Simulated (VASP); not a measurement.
# Zn (Im-3m) in VASP: notebook

The runs below take Zn through single point, with r2SCAN.

Program: VASP 6.6.1. These are calculated values, not measurements. Logs are shortened: lines on timing, memory, paths and dates and some standing lists are left out, and cuts for length are marked.

**1. The cell of the first run**

Symmetry: Im-3m, No. 229, cubic system. Conventional cell: a = 3.108 Å, b = 3.108 Å, c = 3.108 Å, α = 90.00°, β = 90.00°, γ = 90.00°. Zn (site symmetry m-3m) has 14 Zn at 2.69 to 3.11 Å within 3.5 Å.

**2. Single point, r2SCAN (volume scaled by 1.04)**

POSCAR

```
Zn
1.0
   -1.5538543855      1.5538543855      1.5538543855
    1.5538543855     -1.5538543855      1.5538543855
    1.5538543855      1.5538543855     -1.5538543855
Zn
1
Direct
    0.0000000000      0.0000000000      0.0000000000
```

INCAR.step1

```
SYSTEM = Zn
ALGO = Normal
EDIFF = 1E-4
ENCUT = 520
GGA = PE
ISMEAR = -1
LASPH = .True.
LCHARG = .False.
LREAL = .False.
LWAVE = .True.
NBANDS = 12
NELM = 60
PREC = Accurate
SIGMA = 0.1
```

INCAR.step2

```
SYSTEM = Zn
ALGO = Normal
EDIFF = 1E-6
ENCUT = 520
ISIF = 2
ISMEAR = -1
ISTART = 1
LASPH = .True.
LCHARG = .False.
LMIXTAU = .True.
LREAL = .False.
LWAVE = .False.
METAGGA = R2SCAN
NBANDS = 12
NELM = 60
PREC = Accurate
SIGMA = 0.1
```

KPOINTS

```
k-points
0
Gamma
  16 16 16
  0 0 0
```

Potentials or basis: VASP PAW PBE potentials, release 64 (Zn).

Run with:

```
> cat potpaw_PBE.64/Zn/POTCAR > POTCAR
> cp INCAR.step1 INCAR
> mpirun -np 1 vasp_std > vasp.out
> cp INCAR.step2 INCAR
> mpirun -np 1 vasp_std > vasp.out
```

OUTCAR:

```text
SYSTEM = Zn
   EDIFF = 1E-6
   ENCUT = 520
   ISIF = 2
   ISMEAR = -1
   ISTART = 1
   LASPH = .True.
   LREAL = .False.
   METAGGA = R2SCAN
   NELM = 60
   PREC = Accurate

 ion  position               nearest neighbor table
   1  0.000  0.000  0.000-

  LATTYP: Found a body centered cubic cell.
 ALAT       =     3.1077087710

  Lattice vectors:

 A1 = (  -1.5538543855,   1.5538543855,   1.5538543855)
 A2 = (   1.5538543855,  -1.5538543855,   1.5538543855)
 A3 = (   1.5538543855,   1.5538543855,  -1.5538543855)

Analysis of symmetry for initial positions (statically):
=====================================================================
 Subroutine PRICEL returns:
 Original cell was already a primitive cell.

 Routine SETGRP: Setting up the symmetry group for a
 body centered cubic supercell.

 Subroutine GETGRP returns: Found 48 space group operations
 (whereof 48 operations were pure point group operations)
 out of a pool of 48 trial point group operations.

The static configuration has the point symmetry O_h .

Analysis of symmetry for dynamics (positions and initial velocities):
=====================================================================
 Subroutine PRICEL returns:
 Original cell was already a primitive cell.

 Routine SETGRP: Setting up the symmetry group for a
 body centered cubic supercell.

 Subroutine GETGRP returns: Found 48 space group operations
 (whereof 48 operations were pure point group operations)
 out of a pool of 48 trial point group operations.

The dynamic configuration has the point symmetry O_h .

 Subroutine INISYM returns: Found 48 space group operations
 (whereof 48 operations are pure point group operations),
 and found     1 'primitive' translations

----------------------------------------------------------------------------------------

                                     Primitive cell

  volume of cell :      15.0069

  direct lattice vectors                    reciprocal lattice vectors
    -1.553854385  1.553854385  1.553854385     0.000000000  0.321780474  0.321780474
     1.553854385 -1.553854385  1.553854385     0.321780474  0.000000000  0.321780474
     1.553854385  1.553854385 -1.553854385     0.321780474  0.321780474  0.000000000

  length of vectors
     2.691354743  2.691354743  2.691354743     0.455066310  0.455066310  0.455066310

  position of ions in fractional coordinates (direct lattice)
     0.000000000  0.000000000  0.000000000

  ion indices of the primitive-cell ions
   primitive index   ion index
                 1           1

----------------------------------------------------------------------------------------

 KPOINTS: k-points

Automatic generation of k-mesh.
 Grid dimensions read from file:
 generate k-points for:   16   16   16

 Generating k-lattice:

  Cartesian coordinates                     Fractional coordinates (reciprocal lattice)
     0.000000000  0.020111280  0.020111280     0.062500000  0.000000000  0.000000000
     0.020111280  0.000000000  0.020111280     0.000000000  0.062500000  0.000000000
     0.020111280  0.020111280  0.000000000     0.000000000  0.000000000  0.062500000

  Length of vectors
     0.028441644  0.028441644  0.028441644

  Shift w.r.t. Gamma in fractional coordinates (k-lattice)
     0.000000000  0.000000000  0.000000000

 Subroutine IBZKPT returns following result:
 ===========================================

 Found    145 irreducible k-points:

 Following reciprocal coordinates:
            Coordinates               Weight
  0.000000  0.000000  0.000000      1.000000
  0.062500  0.000000  0.000000     12.000000
  0.125000  0.000000  0.000000     12.000000
  0.187500  0.000000  0.000000     12.000000
  0.250000  0.000000  0.000000     12.000000
  0.312500  0.000000  0.000000     12.000000
[... 16 lines left out ...]
  0.187500  0.187500  0.000000     24.000000
  0.250000  0.187500  0.000000     48.000000
 [... further k-points ...]
   k-points           NKPTS =    145   k-points in BZ     NKDIM =    145   number of bands    NBANDS=     12
   number of dos      NEDOS =    301   number of ions     NIONS =      1
   total plane-waves  NPLWV =   8000
   dimension x,y,z NGX =    20 NGY =   20 NGZ =   20
   dimension x,y,z NGXF=    40 NGYF=   40 NGZF=   40
   ions per type =               1
   NGX,Y,Z   is equivalent  to a cutoff of  12.35, 12.35, 12.35 a.u.
   NGXF,Y,Z  is equivalent  to a cutoff of  24.71, 24.71, 24.71 a.u.
 SYSTEM =  Zn
   PREC   = accura    normal or accurate (medium, high low for compatibility)
   ISTART =      1    job   : 0-new  1-cont  2-samecut
   ICHARG =      0    charge: 1-file 2-atom 10-const
   ISPIN  =      1    spin polarized calculation?
   LNONCOLLINEAR =      F non collinear calculations
   LSORBIT =      F    spin-orbit coupling
   LASPH  =      T    aspherical Exc in radial PAW
   ENCUT  =  520.0 eV  38.22 Ry    6.18 a.u.   5.00  5.00  5.00*2*pi/ulx,y,z
   NELM   =     60;   NELMIN=  2; NELMDL=  0     # of ELM steps
   EDIFF  = 0.1E-05   stopping-criterion for ELM
   LREAL  =      F    real-space projection
   EDIFFG = 0.1E-04   stopping-criterion for IOM
   NSW    =      0    number of steps for IOM
   IBRION =     -1    ionic relax: 0-MD 1-quasi-New 2-CG
   NFREE  =      0    steps in history (QN), initial steepest desc. (CG)
   ISIF   =      2    stress and relaxation
   ISYM   =      2    0-nonsym 1-usesym 2-fastsym
   POTIM  = 0.5000    time-step for ionic-motion
   TEBEG  =    0.0;   TEEND  =   0.0 temperature during run
   PSTRESS=    0.0 pullay stress
   NELECT =      12.0000    total number of electrons
   NUPDOWN=      -1.0000    fix difference up-down
   EMIN   =  10.00;   EMAX   =-10.00  energy-range for DOS
   EFERMI =   0.00;   METHOD = LEGACY
   ISMEAR =    -1;   SIGMA  =   0.10  broadening in eV -4-tet -1-fermi 0-gaus
   EFERMI_NEDOS =   21; number of points for ismear=-14 and -15
   IALGO  =     38    algorithm
   IMIX   =      4    mixing-type and parameters
     AMIX     =   0.40;   BMIX     =  1.00
     AMIX_MAG =   1.60;   BMIX_MAG =  1.00
  volume/ion in A,a.u.               =      15.01       101.27
  Fermi-wavevector in a.u.,A,eV,Ry     =   1.519515  2.871467 31.414834  2.308925
  Thomas-Fermi vector in A             =   2.628490
   LORBIT       =      0    0 simple, 1 ext, 2 COOP (PROOUT), +10 PAW based schemes
   METAGGA = R2SCAN    functional components
   LHFCALC =     F    Hartree Fock is set to
   AEXX    =    0.0000 exact exchange contribution
   IVDW    =     0    specifies the selected vdW correction
   LEPSILON=     F    determine dielectric tensor
   LRPA    =     F    only Hartree local field effects (RPA)
 non-spin polarized calculation
  energy-cutoff  :      520.00
  volume of cell :       15.01
 maximum number of plane-waves:       420
   NGX =  9   NGY =  9   NGZ =  9

 number of electron      12.0000020 magnetization

 Free energy of the ion-electron system (eV)
  ---------------------------------------------------
  ext. energy  EPLUGINS =         0.00000000
  ---------------------------------------------------
  free energy    TOTEN  =        -8.80124014 eV

  energy without entropy =       -8.79123184  energy(sigma->0) =       -8.79623599

 E-fermi :   3.2798     XC(G=0): -12.7619

 val. band max:        3.2707511550   @ k =   0.3750   0.1250   0.0625
 cond. band min:       3.3649772512   @ k =   0.3750   0.2500   0.0000
 fundamental gap:      0.0942260962
 Fermi energy:         3.2797961912

 k-point     1 :       0.0000    0.0000    0.0000
  band No.  band energies     occupation
      1      -7.8975      2.00000
      2      -4.9864      2.00000
      3      -4.9863      2.00000
      4      -4.9863      2.00000
      5      -4.4601      2.00000
      6      -4.4601      2.00000
      7      23.8203      0.00000
      8      23.8203      0.00000
      9      23.8205      0.00000
     10      25.1450      0.00000
     11      25.1450      0.00000
     12      25.1450      0.00000

 k-point     2 :       0.0625    0.0000    0.0000
  band No.  band energies     occupation
      1      -7.7655      2.00000
      2      -4.9989      2.00000
      3      -4.9838      2.00000
      4      -4.9555      2.00000
      5      -4.4720      2.00000
      6      -4.4594      2.00000
      7      21.7162      0.00000
      8      22.7335      0.00000
      9      23.1363      0.00000
     10      24.1100      0.00000
     11      24.1536      0.00000
     12      24.9371      0.00000

 k-point     3 :       0.1250    0.0000    0.0000
  band No.  band energies     occupation
      1      -7.3767      2.00000
      2      -5.0348      2.00000
      3      -4.9744      2.00000
      4      -4.8666      2.00000
      5      -4.5000      2.00000
      6      -4.4570      2.00000
      7      18.3054      0.00000
      8      21.0472      0.00000
      9      21.6852      0.00000
     10      22.7956      0.00000
     11      23.3760      0.00000
     12      25.2613      0.00000
[... 286 lines left out ...]
 k-point    23 :       0.1875    0.1875    0.0000
  band No.  band energies     occupation
      1      -5.4875      2.00000
      2      -5.1120      2.00000
      3      -4.9566      2.00000
      4      -4.5632      2.00000
      5      -4.4106      2.00000
      6      -3.4276      2.00000
      7      11.0047      0.00000
      8      11.2016      0.00000
      9      16.8731      0.00000
     10      23.2909      0.00000
     11      24.1748      0.00000
     12      28.6582      0.00000

 k-point    24 :       0.2500    0.1875    0.0000
  band No.  band energies     occupation
      1      -5.4255      2.00000
      2      -5.1651      2.00000
      3      -4.8011      2.00000
      4      -4.5416      2.00000
      5      -4.3798      2.00000
      6      -2.2554      2.00000
      7       8.2889      0.00000
      8      10.3016      0.00000
      9      16.1213      0.00000
     10      23.0303      0.00000
     11      25.0161      0.00000
     12      28.9378      0.00000

 [... further k-points ...]
[... 5 lines left out ...]
  --------------------------------------------------------------------------------------
  -------------------------------------------------------------------------------------
  Total       -0.2238362     -0.2238362     -0.2238362     -0.0000000     -0.0000000      0.0000000
  in kB      -23.8973654    -23.8973654    -23.8973654     -0.0000000     -0.0000000      0.0000000
  external PRESSURE =     -23.8973654 kB  Pullay stress =       0.0000000 kB

 VOLUME and BASIS-vectors are now :
 -----------------------------------------------------------------------------
  energy-cutoff  :      520.00
  volume of cell :       15.01
      direct lattice vectors                 reciprocal lattice vectors
    -1.553854385  1.553854385  1.553854385     0.000000000  0.321780474  0.321780474
     1.553854385 -1.553854385  1.553854385     0.321780474  0.000000000  0.321780474
     1.553854385  1.553854385 -1.553854385     0.321780474  0.321780474  0.000000000

 POSITION                                       TOTAL-FORCE (eV/Angst)
 -----------------------------------------------------------------------------------
      0.00000      0.00000      0.00000         0.000000      0.000000      0.000000
 -----------------------------------------------------------------------------------
    total drift:                                0.000000      0.000000      0.000000

  FREE ENERGIE OF THE ION-ELECTRON SYSTEM (eV)
  ---------------------------------------------------
  free  energy   TOTEN  =        -8.8012401423 eV

  energy  without entropy=       -8.7912318361  energy(sigma->0) =       -8.79623599
```

It took 59 s on 1 thread of Intel Xeon 6975P-C, shared host; peak memory 0.14 GiB.

Results:

```
Free energy            : -8.8012 eV
Pressure               : -2.4 GPa
Band gap on the k mesh : zero (band 6 reaches 7.68 eV, above the bottom of band 7 at 2.29 eV)
```

Levels at points of the mesh, in eV from the Fermi level:
| k point | band 4 | band 5 | band 6 | band 7 | band 8 | band 9 |
| --- | --- | --- | --- | --- | --- | --- |
| (0.00, 0.00, 0.00) | -8.27 | -7.74 | -7.74 | 20.54 | 20.54 | 20.54 |
| (0.50, 0.00, 0.00) | -7.70 | -7.38 | -3.07 | -0.99 | 12.15 | 13.48 |
| (0.50, 0.50, 0.50) | -7.47 | -7.47 | 4.40 | 4.40 | 4.41 | 8.44 |

Caveat: the PAW data sets were made with another functional, which shifts forces and pressure a little.

**3. Single point, r2SCAN (volume scaled by 1.08)**

POSCAR

```
Zn
1.0
   -1.5735255166      1.5735255166      1.5735255166
    1.5735255166     -1.5735255166      1.5735255166
    1.5735255166      1.5735255166     -1.5735255166
Zn
1
Direct
    0.0000000000      0.0000000000      0.0000000000
```

INCAR.step1

```
SYSTEM = Zn
ALGO = Normal ; EDIFF = 1E-4
ENCUT = 520 ; GGA = PE
ISMEAR = -1 ; LASPH = .True.
LCHARG = .False. ; LREAL = .False.
LWAVE = .True. ; NBANDS = 12
NELM = 100 ; PREC = Accurate
SIGMA = 0.1
```

INCAR.step2

```
SYSTEM = Zn
ALGO = Normal ; EDIFF = 1E-6
ENCUT = 520 ; ISIF = 2
ISMEAR = -1 ; ISTART = 1
LASPH = .True. ; LCHARG = .False.
LMIXTAU = .True. ; LREAL = .False.
LWAVE = .False. ; METAGGA = R2SCAN
NBANDS = 12 ; NELM = 100
PREC = Accurate ; SIGMA = 0.1
```

KPOINTS is that of step 2.

Potentials or basis: VASP PAW PBE potentials, release 64 (Zn).

Run with:

```
> cat potpaw_PBE.64/Zn/POTCAR > POTCAR
> cp INCAR.step1 INCAR
> mpirun -np 1 vasp_std > vasp.out
> cp INCAR.step2 INCAR
> mpirun -np 1 vasp_std > vasp.out
```

OUTCAR:

```text
SYSTEM = Zn
   EDIFF = 1E-6
   ENCUT = 520
   ISIF = 2
   ISMEAR = -1
   ISTART = 1
   LASPH = .True.
   LREAL = .False.
   METAGGA = R2SCAN
   NELM = 100
   PREC = Accurate

 ion  position               nearest neighbor table
   1  0.000  0.000  0.000-

  LATTYP: Found a body centered cubic cell.
 ALAT       =     3.1470510332

  Lattice vectors:

 A1 = (  -1.5735255166,   1.5735255166,   1.5735255166)
 A2 = (   1.5735255166,  -1.5735255166,   1.5735255166)
 A3 = (   1.5735255166,   1.5735255166,  -1.5735255166)

Analysis of symmetry for initial positions (statically):
[... 528 lines left out ...]
      5      -4.5835      2.00000
      6      -2.4112      2.00000
      7       7.8778      0.00000
      8       9.8563      0.00000
      9      15.5430      0.00000
     10      22.3363      0.00000
     11      24.2156      0.00000
     12      28.0713      0.00000

 [... further k-points ...]
[... 5 lines left out ...]
  --------------------------------------------------------------------------------------
  -------------------------------------------------------------------------------------
  Total       -0.4709210     -0.4709210     -0.4709210      0.0000000      0.0000000     -0.0000000
  in kB      -48.4147075    -48.4147075    -48.4147075      0.0000000      0.0000000     -0.0000000
  external PRESSURE =     -48.4147075 kB  Pullay stress =       0.0000000 kB

 VOLUME and BASIS-vectors are now :
 -----------------------------------------------------------------------------
  energy-cutoff  :      520.00
  volume of cell :       15.58
      direct lattice vectors                 reciprocal lattice vectors
    -1.573525517  1.573525517  1.573525517     0.000000000  0.317757796  0.317757796
     1.573525517 -1.573525517  1.573525517     0.317757796  0.000000000  0.317757796
     1.573525517  1.573525517 -1.573525517     0.317757796  0.317757796  0.000000000

 POSITION                                       TOTAL-FORCE (eV/Angst)
 -----------------------------------------------------------------------------------
      0.00000      0.00000      0.00000        -0.000000      0.000000      0.000000
 -----------------------------------------------------------------------------------
    total drift:                                0.000000     -0.000000      0.000000

  FREE ENERGIE OF THE ION-ELECTRON SYSTEM (eV)
  ---------------------------------------------------
  free  energy   TOTEN  =        -8.7876157149 eV

  energy  without entropy=       -8.7777213898  energy(sigma->0) =       -8.78266855
```

OUTCAR.step1:

```text
SYSTEM = Zn
   EDIFF = 1E-4
   ENCUT = 520
   GGA = PE
   ISMEAR = -1
   LASPH = .True.
   LREAL = .False.
[... 575 lines left out ...]
 -----------------------------------------------------------------------------------
      0.00000      0.00000      0.00000         0.000000      0.000000     -0.000000
 -----------------------------------------------------------------------------------
    total drift:                                0.000000      0.000000      0.000000

  FREE ENERGIE OF THE ION-ELECTRON SYSTEM (eV)
  ---------------------------------------------------
  free  energy   TOTEN  =        -1.0314230315 eV

  energy  without entropy=       -1.0217857766  energy(sigma->0) =       -1.02660440
```

OSZICAR.step1:

```text
N       E                     dE             d eps       ncg     rms          rms(c)
DAV:   1     0.426478312198E+02    0.42648E+02   -0.65116E+03  3588   0.156E+03
DAV:   2     0.130778127825E+00   -0.42517E+02   -0.39829E+02  3560   0.215E+02
DAV:   3    -0.111907849752E+01   -0.12499E+01   -0.12477E+01  4064   0.365E+01
DAV:   4    -0.112196906309E+01   -0.28906E-02   -0.28905E-02  3804   0.172E+00
DAV:   5    -0.112197123094E+01   -0.21679E-05   -0.21678E-05  2972   0.466E-02    0.267E+00
DAV:   6    -0.103797188885E+01    0.83999E-01   -0.43937E-01  3940   0.134E+01    0.206E+00
DAV:   7    -0.103346645729E+01    0.45054E-02   -0.81006E-03  3700   0.174E+00    0.104E+00
DAV:   8    -0.103141482121E+01    0.20516E-02   -0.11298E-03  4340   0.478E-01    0.393E-02
DAV:   9    -0.103142303154E+01   -0.82103E-05   -0.66721E-05  2452   0.114E-01
   1 F= -.10314230E+01 E0= -.10266044E+01  d E =-.963725E-02
```

Wall time 60 s (1 thread of Intel Xeon 6975P-C, shared host); peak memory 0.14 GiB.

What came out:

| Quantity | Value |
| --- | --- |
| Free energy | -8.7876 eV |
| Pressure | -4.8 GPa |
| Band gap on the k mesh | zero (band 6 reaches 7.34 eV, above the bottom of band 7 at 1.95 eV) |

Caveat: the PAW data sets were made with another functional, which shifts forces and pressure a little.
